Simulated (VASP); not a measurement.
# Al16HO24 (a cell with a defect) in VASP: notebook

The runs below take Al16HO24 (a cell with a defect) through single point, with LDA.

Program: VASP 6.6.1. These are calculated values, not measurements. Logs are shortened: lines on timing, memory, paths and dates and some standing lists are left out, and cuts for length are marked.

## (1) The cell of the first run

The cell holds a defect, 41 atoms: a = 6.956 Å, b = 6.956 Å, c = 6.956 Å, α = 85.80°, β = 85.80°, γ = 85.80°.

## (2) Single point, LDA

INCAR

```
SYSTEM = Al16HO24
PREC = Accurate ; ENCUT = 520
EDIFF = 1E-7 ; ISMEAR = -1
SIGMA = 0.02 ; LREAL = Auto
LASPH = .TRUE. ; NELM = 100
ALGO = Normal ; ISIF = 2
LWAVE = .FALSE. ; LCHARG = .FALSE.
GGA = CA ; NBANDS = 122
NELECT = 192.0
```

KPOINTS

```
regular mesh
0
G
  1 1 1
  0 0 0
```

POSCAR

```
Al16HO24
1.0
   -4.7351000000     -2.7338110000      4.3003330000
    4.7351000000     -2.7338110000      4.3003330000
    0.0000000000      5.4676230000      4.3003330000
Al O H
16 24 1
Direct
    0.3712764368      0.3433144474      0.3514248757
    0.1493963797      0.1349873848      0.1487075299
    0.6486335471      0.6436404468      0.6493144607
    0.8525262236      0.8470417709      0.8531266803
    0.8517268743      0.8480367449      0.3547058173
    0.6481333278      0.6449898314      0.1480428255
    0.1469684114      0.1429294313      0.6491283597
    0.3523463896      0.3494351258      0.8558023388
    0.8523582086      0.3502760317      0.8535181254
    0.6489965417      0.1411828251      0.6537969119
    0.1508929002      0.6561996561      0.1444405607
    0.3550168141      0.8484316846      0.3565364333
    0.3563163866      0.8504383673      0.8512453790
    0.1484784537      0.6503748188      0.6530887892
    0.6487221694      0.1379789222      0.1432250173
    0.8345198188      0.3423669826      0.3532884886
    0.5955779058      0.3987867101      0.7501955805
    0.7477828301      0.5913029851      0.4042025737
    0.4031832682      0.7477801143      0.5999630185
    0.4023030678      0.5912809177      0.2511060444
    0.2435681821      0.4030349537      0.5873779006
    0.6004344638      0.2372005411      0.4065260243
    0.0978916393      0.9005795453      0.7535161636
    0.2501372701      0.0966814329      0.4018180238
    0.9037181481      0.2475105325      0.5971139408
    0.9042324393      0.0940733508      0.2493311577
    0.7506570918      0.8982775841      0.5987977394
    0.0981846757      0.7485587269      0.4047416385
    0.0859989792      0.4133456975      0.2679189339
    0.2502817393      0.5932295230      0.9041380602
    0.9038048517      0.7470277961      0.0985515433
    0.9039866077      0.5935770814      0.7512892654
    0.7471330179      0.3973318584      0.0993811208
    0.0975731760      0.2508237448      0.9091891666
    0.5978756644      0.8978407971      0.2509127814
    0.7507745510      0.0930631802      0.9021505765
    0.4000837934      0.2471888711      0.1017071333
    0.4006639608      0.0975769897      0.7510060496
    0.2547578233      0.8979671954      0.0972874144
    0.5982734767      0.7466711277      0.9038405973
    0.0996217931      0.4406483717      0.4096232581
```

Potentials or basis: VASP PAW LDA potentials, release 64 (Al, O, H).

Run with:

```console
> cat potpaw_LDA.64/Al/POTCAR potpaw_LDA.64/O/POTCAR potpaw_LDA.64/H/POTCAR > POTCAR
> mpirun -np 1 vasp_gam > vasp.out
```

OUTCAR:

```text
SYSTEM = Al16HO24
   PREC = Accurate
   ENCUT = 520
   EDIFF = 1E-7
   ISMEAR = -1
   LREAL = Auto
   LASPH = .TRUE.
   NELM = 100
   ISIF = 2
   GGA = CA
   NELECT = 192.0

 ion  position               nearest neighbor table
   1  0.371  0.343  0.351-  22 1.76  20 1.83  21 1.87  37 1.90  24 1.96  41 1.98  29 2.12  15 2.71
                             2 2.72   7 2.84  11 2.92   6 3.14  10 3.15  16 3.22  14 3.33
   2  0.149  0.135  0.149-  39 1.80  26 1.83  34 1.84  24 1.94  37 1.96  29 2.17   1 2.72  12 2.75
                             8 2.79  16 2.88  13 3.17   5 3.17   9 3.23  11 3.33
   3  0.649  0.644  0.649-  18 1.84  17 1.85  19 1.85  27 1.95  40 1.96  32 1.96   4 2.63  13 2.76
                             9 2.76   5 2.77  12 3.18  16 3.19   8 3.20
   4  0.853  0.847  0.853-  31 1.85  23 1.85  36 1.85  32 1.95  40 1.95  27 1.95   3 2.63  14 2.74
                            10 2.75   6 2.77  15 3.15  11 3.16   7 3.20
   5  0.852  0.848  0.355-  27 1.84  28 1.85  26 1.86  35 1.95  31 1.96  18 1.97   6 2.64   3 2.77
                            15 2.77  11 2.77   2 3.17  10 3.20  14 3.20
   6  0.648  0.645  0.148-  40 1.84  33 1.85  20 1.86  35 1.95  18 1.96  31 1.96   5 2.64  16 2.75
                             4 2.77  12 2.78   1 3.14   9 3.19  13 3.19
   7  0.147  0.143  0.649-  23 1.83  25 1.84  24 1.86  38 1.95  21 1.98  34 2.01   8 2.66  13 2.77
                             9 2.78   1 2.84  12 3.19   4 3.20  16 3.27
   8  0.352  0.349  0.856-  30 1.83  17 1.84  37 1.85  38 1.94  34 1.95  21 2.06   7 2.66  10 2.79
                            14 2.79   2 2.79  15 3.18   3 3.20  11 3.21
   9  0.852  0.350  0.854-  32 1.84  34 1.85  33 1.85  25 1.97  36 1.97  17 1.97  10 2.63   3 2.76
                            15 2.78   7 2.78   6 3.19  14 3.21   2 3.23
  10  0.649  0.141  0.654-  27 1.84  22 1.84  38 1.85  36 1.91  17 1.96  25 1.97   9 2.63  16 2.73
                             4 2.75   8 2.79   1 3.15  13 3.15   5 3.20
  11  0.151  0.656  0.144-  31 1.83  30 1.83  39 1.88  29 1.91  20 1.96  28 1.97  12 2.62  13 2.73
                             5 2.77   1 2.92   4 3.16   8 3.21   2 3.33
  12  0.355  0.848  0.357-  19 1.83  35 1.84  24 1.86  28 1.96  39 1.98  20 1.98  11 2.62   2 2.75
                            14 2.77   6 2.78   3 3.18  15 3.19   7 3.19
  13  0.356  0.850  0.851-  40 1.83  38 1.85  39 1.85  19 1.93  23 1.97  30 1.98  14 2.61  11 2.73
                             3 2.76   7 2.77  10 3.15   2 3.17   6 3.19
  14  0.148  0.650  0.653-  32 1.84  28 1.86  21 1.87  23 1.92  30 1.94  19 1.94  13 2.61   4 2.74
                            12 2.77   8 2.79   5 3.20   9 3.21   1 3.33
  15  0.649  0.138  0.143-  36 1.81  35 1.83  37 1.87  26 1.97  33 1.97  22 2.00  16 2.58   1 2.71
                             5 2.77   9 2.78   4 3.15   8 3.18  12 3.19
  16  0.835  0.342  0.353-  22 1.84  18 1.84  25 1.86  29 1.89  33 1.91  26 1.94  41 2.09  15 2.58
                            10 2.73   6 2.75   2 2.88   3 3.19   1 3.22   7 3.27
  17  0.596  0.399  0.750-   8 1.84   3 1.85  10 1.96   9 1.97
  18  0.748  0.591  0.404-  16 1.84   3 1.84   6 1.96   5 1.97
  19  0.403  0.748  0.600-  12 1.83   3 1.85  13 1.93  14 1.94
  20  0.402  0.591  0.251-   1 1.83   6 1.86  11 1.96  12 1.98
  21  0.244  0.403  0.587-   1 1.87  14 1.87   7 1.98   8 2.06
  22  0.600  0.237  0.407-   1 1.76  16 1.84  10 1.84  15 2.00
  23  0.098  0.901  0.754-   7 1.83   4 1.85  14 1.92  13 1.97
  24  0.250  0.097  0.402-   7 1.86  12 1.86   2 1.94   1 1.96
  25  0.904  0.248  0.597-   7 1.84  16 1.86   9 1.97  10 1.97
  26  0.904  0.094  0.249-   2 1.83   5 1.86  16 1.94  15 1.97
  27  0.751  0.898  0.599-   5 1.84  10 1.84   4 1.95   3 1.95
  28  0.098  0.749  0.405-   5 1.85  14 1.86  12 1.96  11 1.97
  29  0.086  0.413  0.268-  41 1.03  16 1.89  11 1.91   1 2.12   2 2.17
  30  0.250  0.593  0.904-  11 1.83   8 1.83  14 1.94  13 1.98
  31  0.904  0.747  0.099-  11 1.83   4 1.85   6 1.96   5 1.96
  32  0.904  0.594  0.751-   9 1.84  14 1.84   4 1.95   3 1.96
  33  0.747  0.397  0.099-   9 1.85   6 1.85  16 1.91  15 1.97
  34  0.098  0.251  0.909-   2 1.84   9 1.85   8 1.95   7 2.01
  35  0.598  0.898  0.251-  15 1.83  12 1.84   6 1.95   5 1.95
  36  0.751  0.093  0.902-  15 1.81   4 1.85  10 1.91   9 1.97
  37  0.400  0.247  0.102-   8 1.85  15 1.87   1 1.90   2 1.96
  38  0.401  0.098  0.751-  13 1.85  10 1.85   8 1.94   7 1.95
  39  0.255  0.898  0.097-   2 1.80  13 1.85  11 1.88  12 1.98
  40  0.598  0.747  0.904-  13 1.83   6 1.84   4 1.95   3 1.96
  41  0.100  0.441  0.410-  29 1.03   1 1.98  16 2.09

  LATTYP: Found a trigonal (rhomboedric) cell.
 ALAT       =     6.9561310011
 COS(alpha) =     0.0732708973

  Lattice vectors:

 A1 = (  -4.7351000000,  -2.7338110000,   4.3003330000)
 A2 = (   4.7351000000,  -2.7338110000,   4.3003330000)
 A3 = (   0.0000000000,   5.4676230000,   4.3003330000)

Analysis of symmetry for initial positions (statically):
[... 132 lines left out ...]
----------------------------------------------------------------------------------------

 KPOINTS: regular mesh

Automatic generation of k-mesh.
 Grid dimensions read from file:
 generate k-points for:    1    1    1

 Generating k-lattice:

  Cartesian coordinates                     Fractional coordinates (reciprocal lattice)
    -0.105594391 -0.060964948  0.077513382     1.000000000  0.000000000 -0.000000000
     0.105594391 -0.060964948  0.077513382     0.000000000  1.000000000 -0.000000000
     0.000000000  0.121929897  0.077513368    -0.000000000 -0.000000000  1.000000000

  Length of vectors
     0.144482610  0.144482610  0.144482601

  Shift w.r.t. Gamma in fractional coordinates (k-lattice)
     0.000000000  0.000000000  0.000000000

 Subroutine IBZKPT returns following result:
 ===========================================

 Found      1 irreducible k-points:

 Following reciprocal coordinates:
            Coordinates               Weight
  0.000000  0.000000  0.000000      1.000000
   k-points           NKPTS =      1   k-points in BZ     NKDIM =      1   number of bands    NBANDS=    122
   number of dos      NEDOS =    301   number of ions     NIONS =     41
   total plane-waves  NPLWV = 157464
   dimension x,y,z NGX =    54 NGY =   54 NGZ =   54
   dimension x,y,z NGXF=   108 NGYF=  108 NGZF=  108
   ions per type =              16  24   1
   NGX,Y,Z   is equivalent  to a cutoff of  12.91, 12.91, 12.91 a.u.
   NGXF,Y,Z  is equivalent  to a cutoff of  25.81, 25.81, 25.81 a.u.
 SYSTEM =  Al16HO24
   PREC   = accura    normal or accurate (medium, high low for compatibility)
   ISTART =      0    job   : 0-new  1-cont  2-samecut
   ICHARG =      2    charge: 1-file 2-atom 10-const
   ISPIN  =      1    spin polarized calculation?
   LNONCOLLINEAR =      F non collinear calculations
   LSORBIT =      F    spin-orbit coupling
   LASPH  =      T    aspherical Exc in radial PAW
   ENCUT  =  520.0 eV  38.22 Ry    6.18 a.u.  12.93 12.93 12.93*2*pi/ulx,y,z
   NELM   =    100;   NELMIN=  2; NELMDL= -5     # of ELM steps
   EDIFF  = 0.1E-06   stopping-criterion for ELM
   LREAL  =      T    real-space projection
   EDIFFG = 0.1E-05   stopping-criterion for IOM
   NSW    =      0    number of steps for IOM
   IBRION =     -1    ionic relax: 0-MD 1-quasi-New 2-CG
   NFREE  =      0    steps in history (QN), initial steepest desc. (CG)
   ISIF   =      2    stress and relaxation
   ISYM   =      2    0-nonsym 1-usesym 2-fastsym
   POTIM  = 0.5000    time-step for ionic-motion
   TEBEG  =    0.0;   TEEND  =   0.0 temperature during run
   PSTRESS=    0.0 pullay stress
   NELECT =     192.0000    total number of electrons
   NUPDOWN=      -1.0000    fix difference up-down
   EMIN   =  10.00;   EMAX   =-10.00  energy-range for DOS
   EFERMI =   0.00;   METHOD = LEGACY
   ISMEAR =    -1;   SIGMA  =   0.02  broadening in eV -4-tet -1-fermi 0-gaus
   EFERMI_NEDOS =   21; number of points for ismear=-14 and -15
   IALGO  =     38    algorithm
   IMIX   =      4    mixing-type and parameters
     AMIX     =   0.40;   BMIX     =  1.00
     AMIX_MAG =   1.60;   BMIX_MAG =  1.00
  volume/ion in A,a.u.               =       8.15        54.97
  Fermi-wavevector in a.u.,A,eV,Ry     =   1.361209  2.572313 25.210108  1.852891
  Thomas-Fermi vector in A             =   2.487805
   LORBIT       =      0    0 simple, 1 ext, 2 COOP (PROOUT), +10 PAW based schemes
   GGA     = CA    functional components
   LHFCALC =     F    Hartree Fock is set to
   AEXX    =    0.0000 exact exchange contribution
   IVDW    =     0    specifies the selected vdW correction
   LEPSILON=     F    determine dielectric tensor
   LRPA    =     F    only Hartree local field effects (RPA)
 non-spin polarized calculation
  energy-cutoff  :      520.00
  volume of cell :      334.00
 maximum number of plane-waves:      4469
 NGX is ok and might be reduce to    50
   NGX = 25   NGY = 25   NGZ = 25

 number of electron     191.9999990 magnetization

 Free energy of the ion-electron system (eV)
  ---------------------------------------------------
  ext. energy  EPLUGINS =         0.00000000
  ---------------------------------------------------
  free energy    TOTEN  =      -343.23813589 eV

  energy without entropy =     -343.23813589  energy(sigma->0) =     -343.23813589

 E-fermi :   6.5912     XC(G=0): -12.2520

 val. band max:        6.0960178690   @ k =   0.0000   0.0000   0.0000
 cond. band min:      12.3353193960   @ k =   0.0000   0.0000   0.0000
 fundamental gap:      6.2393015271
 Fermi energy:         6.5911735822

 k-point     1 :       0.0000    0.0000    0.0000
  band No.  band energies     occupation
      1     -13.7554      2.00000
      2     -12.7026      2.00000
      3     -11.9189      2.00000
      4     -11.7619      2.00000
      5     -11.6587      2.00000
      6     -11.2137      2.00000
[... 100 lines left out ...]
    107      16.0116      0.00000
    108      16.2616      0.00000
 [bands above 108 left out]

------------------------ aborting loop because EDIFF is reached ----------------------------------------

  FORCE on cell =-STRESS in cart. coord.  units (eV):
  Direction    XX          YY          ZZ          XY          YZ          ZX
  --------------------------------------------------------------------------------------
  -------------------------------------------------------------------------------------
  Total       -8.1644108    -11.8446454     -6.5154017      0.7911793     -2.2295710     -0.9295312
  in kB      -39.1637616    -56.8174336    -31.2536501      3.7951982    -10.6950018     -4.4588566
  external PRESSURE =     -42.4116151 kB  Pullay stress =       0.0000000 kB

 VOLUME and BASIS-vectors are now :
 -----------------------------------------------------------------------------
  energy-cutoff  :      520.00
  volume of cell :      334.00
      direct lattice vectors                 reciprocal lattice vectors
    -4.735100000 -2.733811000  4.300333000    -0.105594391 -0.060964948  0.077513382
     4.735100000 -2.733811000  4.300333000     0.105594391 -0.060964948  0.077513382
     0.000000000  5.467623000  4.300333000     0.000000000  0.121929897  0.077513368

 POSITION                                       TOTAL-FORCE (eV/Angst)
 -----------------------------------------------------------------------------------
     -0.13240     -0.03210      4.58422         0.021736      0.009116     -0.019878
     -0.06823      0.03563      1.86244         0.029193     -0.009009      0.020600
     -0.02364      0.01737      8.34948         0.001020      0.000015      0.002126
     -0.02597      0.01828     10.97744         0.001821      0.002162      0.005073
     -0.01747     -2.70743      8.83490         0.002330     -0.008697     -0.006012
     -0.01488     -2.72571      6.19749        -0.005333     -0.002303     -0.000111
[... 33 lines left out ...]
      0.70268      1.26504      9.67053        -0.001008     -0.007042     -0.001512
      1.61479      0.76267      4.08486         0.007630      0.101007      0.112492
 -----------------------------------------------------------------------------------
    total drift:                                0.014511     -0.005669      0.002885

  FREE ENERGIE OF THE ION-ELECTRON SYSTEM (eV)
  ---------------------------------------------------
  free  energy   TOTEN  =      -343.2381358881 eV

  energy  without entropy=     -343.2381358880  energy(sigma->0) =     -343.23813589
```

It took 47 s on 1 thread of Intel Xeon Platinum 8488C (Sapphire Rapids), shared host; peak memory 0.29 GiB.

What came out:

| Quantity | Value |
| --- | --- |
| Free energy | -343.2381 eV |
| Largest force | 0.151 eV/Å |

Forces in eV/Å, atoms in the order of the input:
```
Al   0.022  0.009 -0.020
Al   0.029 -0.009  0.021
Al   0.001  0.000  0.002
Al   0.002  0.002  0.005
Al   0.002 -0.009 -0.006
Al  -0.005 -0.002  0.000
Al   0.003  0.001  0.006
Al  -0.002  0.001 -0.008
Al  -0.005  0.008  0.003
Al   0.005 -0.006 -0.005
Al  -0.015  0.007 -0.030
Al   0.007 -0.014 -0.001
Al   0.004  0.008  0.001
Al  -0.008  0.002 -0.007
Al   0.013  0.007  0.011
Al  -0.014 -0.021  0.003
O   -0.006 -0.006  0.001
O    0.008 -0.001  0.007
O   -0.002  0.004 -0.001
O    0.009  0.002  0.000
O    0.002  0.013  0.019
O   -0.017  0.015 -0.006
O   -0.003  0.004  0.002
O    0.002  0.007  0.005
O    0.006  0.000  0.003
O    0.001  0.008 -0.006
O   -0.002  0.003  0.001
O   -0.001 -0.002 -0.001
O   -0.029 -0.081 -0.090
O    0.002 -0.008  0.000
O    0.008  0.010 -0.002
O   -0.003 -0.010 -0.006
O    0.000 -0.005 -0.009
O    0.001 -0.015 -0.010
O   -0.005  0.005  0.001
O   -0.002 -0.006  0.000
O   -0.006 -0.010 -0.004
O    0.002 -0.002  0.003
O   -0.011 -0.003  0.007
O   -0.001 -0.007 -0.002
H    0.008  0.101  0.112
```

Caveat: the k points lie up to 0.91 Å⁻¹ apart; the cell carries a net charge on a neutralising background, which shifts energy and pressure; the cell is charged against a uniform background, so pressure and absolute levels hang on convention.

[end of part 1 of 2]
